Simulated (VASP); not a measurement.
# SiC (P6_3mc) in VASP: a series of runs

The runs below take SiC through single point, with PBE.

Everything below comes from runs of VASP 6.6.1. Logs are shortened: lines on timing, memory, paths and dates and some standing lists are left out, and cuts for length are marked.

## Step 1: The cell of the first run

The structure is hexagonal, space group P6_3mc (No. 186). Conventional cell: a = 3.092 Å, b = 3.092 Å, c = 5.074 Å, α = 90.00°, β = 90.00°, γ = 120.00°. Si (site symmetry 3m) has 4 C at 1.68 to 1.98 Å within 2.2 Å. C (site symmetry 3m) has 4 Si at 1.68 to 1.98 Å within 2.2 Å.

## Step 2: Single point, PBE (c/a of the conventional cell at fixed volume 1.6410)

The input, INCAR:

```
PREC = Accurate
ENCUT = 520
EDIFF = 1E-7
ISMEAR = 0
SIGMA = 0.05
LREAL = F
LASPH = T
NELM = 60
ALGO = Normal
ISIF = 2
LWAVE = F
LCHARG = T
GGA = PE
LELF = T
LVHAR = T
NBANDS = 16
```

The input, KPOINTS:

```
Automatic mesh
0
Gamma
  12 12 6
```

The input, POSCAR:

```
SiC
1.0
    3.0920366030      0.0000000000      0.0000000000
   -1.5460183015      2.6777822476      0.0000000000
    0.0000000000      0.0000000000      5.0738984874
Si C
2 2
Direct
    0.3333333333      0.6666666667      0.0045639005
    0.6666666667      0.3333333333      0.5045639005
    0.3333333333      0.6666666667      0.3356973251
    0.6666666667      0.3333333333      0.8356973251
```

Potentials or basis: VASP PAW PBE potentials, release 64 (Si, C).

Started as:

```console
$ cat potpaw_PBE.64/Si/POTCAR potpaw_PBE.64/C/POTCAR > POTCAR
$ mpirun -np 1 vasp_std > vasp.out
```

OUTCAR:

```text
PREC = Accurate
   ENCUT = 520
   EDIFF = 1E-7
   ISMEAR = 0
   LREAL = F
   LASPH = T
   NELM = 60
   ISIF = 2
   GGA = PE

 ion  position               nearest neighbor table
   1  0.333  0.667  0.005-   3 1.68   4 1.98   4 1.98   4 1.98   2 3.10   2 3.10   2 3.10   2 3.10
                             2 3.10   2 3.10
   2  0.667  0.333  0.505-   4 1.68   3 1.98   3 1.98   3 1.98   1 3.10   1 3.10   1 3.10   1 3.10
                             1 3.10   1 3.10
   3  0.333  0.667  0.336-   1 1.68   2 1.98   2 1.98   2 1.98
   4  0.667  0.333  0.836-   2 1.68   1 1.98   1 1.98   1 1.98

  LATTYP: Found a hexagonal cell.
 ALAT       =     3.0920366030
 C/A-ratio  =     1.6409567993

  Lattice vectors:

 A1 = (   3.0920366030,   0.0000000000,   0.0000000000)
 A2 = (  -1.5460183015,   2.6777822476,   0.0000000000)
 A3 = (   0.0000000000,   0.0000000000,   5.0738984874)

Analysis of symmetry for initial positions (statically):
=====================================================================
 Subroutine PRICEL returns:
 Original cell was already a primitive cell.

 Routine SETGRP: Setting up the symmetry group for a
 hexagonal supercell.

 Subroutine GETGRP returns: Found 12 space group operations
 (whereof  6 operations were pure point group operations)
 out of a pool of 24 trial point group operations.

The static configuration has the point symmetry C_3v.
 The point group associated with its full space group is C_6v.

Analysis of symmetry for dynamics (positions and initial velocities):
=====================================================================
 Subroutine PRICEL returns:
 Original cell was already a primitive cell.

 Routine SETGRP: Setting up the symmetry group for a
 hexagonal supercell.

 Subroutine GETGRP returns: Found 12 space group operations
 (whereof  6 operations were pure point group operations)
 out of a pool of 24 trial point group operations.

The dynamic configuration has the point symmetry C_3v.
 The point group associated with its full space group is C_6v.

 Subroutine INISYM returns: Found 12 space group operations
 (whereof  6 operations are pure point group operations),
 and found     1 'primitive' translations

----------------------------------------------------------------------------------------

                                     Primitive cell

  volume of cell :      42.0109

  direct lattice vectors                    reciprocal lattice vectors
     3.092036603  0.000000000  0.000000000     0.323411437  0.186721680  0.000000000
    -1.546018301  2.677782248  0.000000000     0.000000000  0.373443360  0.000000000
     0.000000000  0.000000000  5.073898487     0.000000000  0.000000000  0.197087112

  length of vectors
     3.092036603  3.092036603  5.073898487     0.373443360  0.373443360  0.197087112

  position of ions in fractional coordinates (direct lattice)
     0.333333333  0.666666667  0.004563901
     0.666666667  0.333333333  0.504563901
     0.333333333  0.666666667  0.335697325
     0.666666667  0.333333333  0.835697325

  ion indices of the primitive-cell ions
   primitive index   ion index
                 1           1
                 2           2
                 3           3
                 4           4

----------------------------------------------------------------------------------------

 KPOINTS: Automatic mesh

Automatic generation of k-mesh.
 Grid dimensions read from file:
 generate k-points for:   12   12    6

 Generating k-lattice:

  Cartesian coordinates                     Fractional coordinates (reciprocal lattice)
     0.026950953  0.015560140  0.000000000     0.083333333  0.000000000  0.000000000
     0.000000000  0.031120280  0.000000000     0.000000000  0.083333333  0.000000000
     0.000000000  0.000000000  0.032847852     0.000000000  0.000000000  0.166666667

  Length of vectors
     0.031120280  0.031120280  0.032847852

  Shift w.r.t. Gamma in fractional coordinates (k-lattice)
     0.000000000  0.000000000  0.000000000

 Subroutine IBZKPT returns following result:
 ===========================================

 Found     76 irreducible k-points:

 Following reciprocal coordinates:
            Coordinates               Weight
  0.000000  0.000000  0.000000      1.000000
  0.083333  0.000000  0.000000      6.000000
  0.166667  0.000000  0.000000      6.000000
  0.250000  0.000000  0.000000      6.000000
  0.333333  0.000000  0.000000      6.000000
  0.416667  0.000000  0.000000      6.000000
[... 16 lines left out ...]
  0.250000  0.000000  0.166667     12.000000
  0.333333  0.000000  0.166667     12.000000
 [... further k-points ...]
   k-points           NKPTS =     76   k-points in BZ     NKDIM =     76   number of bands    NBANDS=     16
   number of dos      NEDOS =    301   number of ions     NIONS =      4
   total plane-waves  NPLWV =  23040
   dimension x,y,z NGX =    24 NGY =   24 NGZ =   40
   dimension x,y,z NGXF=    48 NGYF=   48 NGZF=   80
   ions per type =               2   2
   NGX,Y,Z   is equivalent  to a cutoff of  12.90, 12.90, 13.11 a.u.
   NGXF,Y,Z  is equivalent  to a cutoff of  25.81, 25.81, 26.21 a.u.
 SYSTEM =  unknown system
   PREC   = accura    normal or accurate (medium, high low for compatibility)
   ISTART =      0    job   : 0-new  1-cont  2-samecut
   ICHARG =      2    charge: 1-file 2-atom 10-const
   ISPIN  =      1    spin polarized calculation?
   LNONCOLLINEAR =      F non collinear calculations
   LSORBIT =      F    spin-orbit coupling
   LASPH  =      T    aspherical Exc in radial PAW
   ENCUT  =  520.0 eV  38.22 Ry    6.18 a.u.   5.75  5.75  9.43*2*pi/ulx,y,z
   NELM   =     60;   NELMIN=  2; NELMDL= -5     # of ELM steps
   EDIFF  = 0.1E-06   stopping-criterion for ELM
   LREAL  =      F    real-space projection
   EDIFFG = 0.1E-05   stopping-criterion for IOM
   NSW    =      0    number of steps for IOM
   IBRION =     -1    ionic relax: 0-MD 1-quasi-New 2-CG
   NFREE  =      0    steps in history (QN), initial steepest desc. (CG)
   ISIF   =      2    stress and relaxation
   ISYM   =      2    0-nonsym 1-usesym 2-fastsym
   POTIM  = 0.5000    time-step for ionic-motion
   TEBEG  =    0.0;   TEEND  =   0.0 temperature during run
   PSTRESS=    0.0 pullay stress
   NELECT =      16.0000    total number of electrons
   NUPDOWN=      -1.0000    fix difference up-down
   EMIN   =  10.00;   EMAX   =-10.00  energy-range for DOS
   EFERMI =   0.00;   METHOD = LEGACY
   ISMEAR =     0;   SIGMA  =   0.05  broadening in eV -4-tet -1-fermi 0-gaus
   EFERMI_NEDOS =   21; number of points for ismear=-14 and -15
   IALGO  =     38    algorithm
   IMIX   =      4    mixing-type and parameters
     AMIX     =   0.40;   BMIX     =  1.00
     AMIX_MAG =   1.60;   BMIX_MAG =  1.00
  volume/ion in A,a.u.               =      10.50        70.88
  Fermi-wavevector in a.u.,A,eV,Ry     =   1.186664  2.242469 19.159321  1.408170
  Thomas-Fermi vector in A             =   2.322831
   LORBIT       =      0    0 simple, 1 ext, 2 COOP (PROOUT), +10 PAW based schemes
   GGA     = PE    functional components
   LHFCALC =     F    Hartree Fock is set to
   AEXX    =    0.0000 exact exchange contribution
   IVDW    =     0    specifies the selected vdW correction
   LEPSILON=     F    determine dielectric tensor
   LRPA    =     F    only Hartree local field effects (RPA)
 non-spin polarized calculation
 Gauss-broadening in eV      SIGMA  =   0.05
  energy-cutoff  :      520.00
  volume of cell :       42.01
 maximum number of plane-waves:      1170
 NGX is ok and might be reduce to    24
   NGX = 11   NGY = 11   NGZ = 19

 number of electron      16.0000000 magnetization

 Free energy of the ion-electron system (eV)
  ---------------------------------------------------
  ext. energy  EPLUGINS =         0.00000000
  ---------------------------------------------------
  free energy    TOTEN  =       -28.88442475 eV

  energy without entropy =      -28.88442475  energy(sigma->0) =      -28.88442475

 E-fermi :   8.7624     XC(G=0): -11.2883

 val. band max:        8.5603855297   @ k =   0.0000   0.0000   0.0000
 cond. band min:       9.3366795898   @ k =   0.3333   0.3333   0.0000
 fundamental gap:      0.7762940601
 Fermi energy:         8.7623713887

 k-point     1 :       0.0000    0.0000    0.0000
  band No.  band energies     occupation
      1      -7.3949      2.00000
      2      -3.5868      2.00000
      3      -1.3078      2.00000
      4       6.6342      2.00000
      5       7.0918      2.00000
      6       7.0918      2.00000
[... 8 lines left out ...]
     15      17.4813      0.00000
     16      18.2247      0.00000

 k-point     2 :       0.0833    0.0000    0.0000
  band No.  band energies     occupation
      1      -7.2776      2.00000
      2      -3.4947      2.00000
      3      -1.1987      2.00000
      4       6.3656      2.00000
      5       6.5623      2.00000
      6       6.8732      2.00000
[... 8 lines left out ...]
     15      17.6715      0.00000
     16      18.2688      0.00000

 k-point     3 :       0.1667    0.0000    0.0000
  band No.  band energies     occupation
      1      -6.9294      2.00000
      2      -3.2309      2.00000
      3      -0.8779      2.00000
      4       4.8898      2.00000
      5       6.1929      2.00000
      6       6.3863      2.00000
[... 8 lines left out ...]
     15      17.8865      0.00000
     16      18.1637      0.00000

 k-point     4 :       0.2500    0.0000    0.0000
  band No.  band energies     occupation
      1      -6.3627      2.00000
      2      -2.8471      2.00000
      3      -0.3718      2.00000
      4       3.2880      2.00000
      5       5.3573      2.00000
      6       5.8641      2.00000
[... 8 lines left out ...]
     15      18.1217      0.00000
     16      19.1751      0.00000

 k-point     5 :       0.3333    0.0000    0.0000
  band No.  band energies     occupation
      1      -5.6085      2.00000
      2      -2.4952      2.00000
      3       0.2305      2.00000
      4       2.0087      2.00000
      5       4.1542      2.00000
      6       5.3226      2.00000
[... 8 lines left out ...]
     15      19.3071      0.00000
     16      20.5077      0.00000

 k-point     6 :       0.4167    0.0000    0.0000
  band No.  band energies     occupation
      1      -4.7571      2.00000
      2      -2.5141      2.00000
      3       0.6184      2.00000
      4       1.6870      2.00000
      5       3.0203      2.00000
      6       4.4500      2.00000
[... 8 lines left out ...]
     15      19.6792      0.00000
     16      20.9786      0.00000
[... 267 lines left out ...]
 k-point    21 :       0.0833    0.0000    0.1667
  band No.  band energies     occupation
      1      -7.1423      2.00000
      2      -4.1592      2.00000
      3      -0.3420      2.00000
      4       5.9717      2.00000
      5       6.5060      2.00000
      6       6.9614      2.00000
[... 8 lines left out ...]
     15      17.3197      0.00000
     16      18.2389      0.00000

 k-point    22 :       0.1667    0.0000    0.1667
  band No.  band energies     occupation
      1      -6.7953      2.00000
      2      -3.8644      2.00000
      3      -0.0727      2.00000
      4       4.9991      2.00000
      5       5.6636      2.00000
      6       6.4847      2.00000
[... 8 lines left out ...]
     15      18.0071      0.00000
     16      18.2651      0.00000

 k-point    23 :       0.2500    0.0000    0.1667
  band No.  band energies     occupation
      1      -6.2313      2.00000
      2      -3.4134      2.00000
      3       0.3006      2.00000
      4       3.4737      2.00000
      5       4.7636      2.00000
      6       5.9699      2.00000
[... 8 lines left out ...]
     15      18.4998      0.00000
     16      19.0225      0.00000

 k-point    24 :       0.3333    0.0000    0.1667
  band No.  band energies     occupation
      1      -5.4822      2.00000
      2      -2.9176      2.00000
      3       0.4977      2.00000
      4       2.4303      2.00000
      5       3.5464      2.00000
      6       5.5449      2.00000
[... 8 lines left out ...]
     15      19.1183      0.00000
     16      20.1585      0.00000

 [... further k-points ...]

------------------------ aborting loop because EDIFF is reached ----------------------------------------

  FORCE on cell =-STRESS in cart. coord.  units (eV):
  Direction    XX          YY          ZZ          XY          YZ          ZX
  --------------------------------------------------------------------------------------
  -------------------------------------------------------------------------------------
  Total       -1.6595780     -1.6595780      9.1952015      0.0000000      0.0000000      0.0000000
  in kB      -63.2916774    -63.2916774    350.6793344      0.0000000      0.0000000      0.0000000
  external PRESSURE =      74.6986599 kB  Pullay stress =       0.0000000 kB

 VOLUME and BASIS-vectors are now :
 -----------------------------------------------------------------------------
  energy-cutoff  :      520.00
  volume of cell :       42.01
      direct lattice vectors                 reciprocal lattice vectors
     3.092036603  0.000000000  0.000000000     0.323411437  0.186721680  0.000000000
    -1.546018301  2.677782248  0.000000000     0.000000000  0.373443360  0.000000000
     0.000000000  0.000000000  5.073898487     0.000000000  0.000000000  0.197087112

 POSITION                                       TOTAL-FORCE (eV/Angst)
 -----------------------------------------------------------------------------------
     -0.00000      1.78519      0.02316        -0.000000     -0.000000     -6.245631
      1.54602      0.89259      2.56011         0.000000      0.000000     -6.245631
     -0.00000      1.78519      1.70329         0.000000     -0.000000      6.245631
      1.54602      0.89259      4.24024        -0.000000      0.000000      6.245631
 -----------------------------------------------------------------------------------
    total drift:                               -0.000000     -0.000000      0.000801

  FREE ENERGIE OF THE ION-ELECTRON SYSTEM (eV)
  ---------------------------------------------------
  free  energy   TOTEN  =       -28.8844247489 eV

  energy  without entropy=      -28.8844247489  energy(sigma->0) =      -28.88442475
```

It took 96 s on 1 thread of AMD EPYC 7R43 (Zen 3), shared host; peak memory 0.14 GiB.

What came out:

- Free energy: -28.8844 eV
- Pressure: 7.5 GPa
- Largest force: 6.246 eV/Å
- Band gap on the k mesh: 0.78 eV, indirect (least direct gap 3.48 eV)

Forces on the atoms (eV/Å):
```
Si   0.000  0.000 -6.246
Si   0.000  0.000 -6.246
C    0.000  0.000  6.246
C    0.000  0.000  6.246
```

Caveat: forces of over 1 eV/Å act on the atoms, so gaps and moduli don't describe the material at rest.

## Step 3: Single point, PBE (c/a of the conventional cell at fixed volume 1.5534)

The input, INCAR:

```
ALGO = Normal
EDIFF = 1E-7
ENCUT = 520
GGA = PE
ISIF = 2
ISMEAR = 0
LASPH = T
LCHARG = F
LREAL = F
LWAVE = F
NBANDS = 16
NELM = 100
PREC = Accurate
SIGMA = 0.05
```

The input, KPOINTS:

```
k-points
0
Gamma
  12 12 6
```

The input, POSCAR:

```
SiC
1.0
    3.1490718908      0.0000000000      0.0000000000
   -1.5745359454      2.7271762558      0.0000000000
    0.0000000000      0.0000000000      4.8917682752
Si C
2 2
Direct
    0.3333333333      0.6666666667      0.0045639005
    0.6666666667      0.3333333333      0.5045639005
    0.3333333333      0.6666666667      0.3655166051
    0.6666666667      0.3333333333      0.8655166051
```

Potentials or basis: VASP PAW PBE potentials, release 64 (Si, C).

Started as:

```console
$ cat potpaw_PBE.64/Si/POTCAR potpaw_PBE.64/C/POTCAR > POTCAR
$ mpirun -np 1 vasp_std > vasp.out
```

Wall time 82 s (1 thread of AMD EPYC 7R43 (Zen 3), shared host); peak memory 0.14 GiB.

It converged, with:

- Free energy: -29.7417 eV
- Pressure: 3.2 GPa
- Largest force: 2.493 eV/Å
- Band gap on the k mesh: 2.05 eV, indirect (least direct gap 3.30 eV)

Forces on the atoms (eV/Å):
```
Si   0.000  0.000 -2.493
Si   0.000  0.000 -2.493
C    0.000  0.000  2.493
C    0.000  0.000  2.493
```

Stress tensor (GPa, compression positive):
```
-11.78   0.00   0.00
  0.00 -11.78   0.00
  0.00   0.00  33.22
```

Levels at points of the mesh, in eV from the valence-band top:
```tsv
k point	band 6	band 7	band 8	band 9	band 10	band 11
(0.00, 0.00, 0.00)	-0.49	0.00	0.00	3.80	6.07	6.07
(0.50, 0.00, 0.00)	-3.65	-3.58	-0.98	2.32	4.22	6.39
(0.00, 0.00, 0.50)	-0.91	-0.91	-0.91	5.14	5.14	6.83
(0.50, 0.00, 0.50)	-2.56	-2.38	-2.38	3.19	3.19	5.57
```

Caveat: forces of over 1 eV/Å act on the atoms, so gaps and moduli don't describe the material at rest.

(Continued in part 2 of 2.)
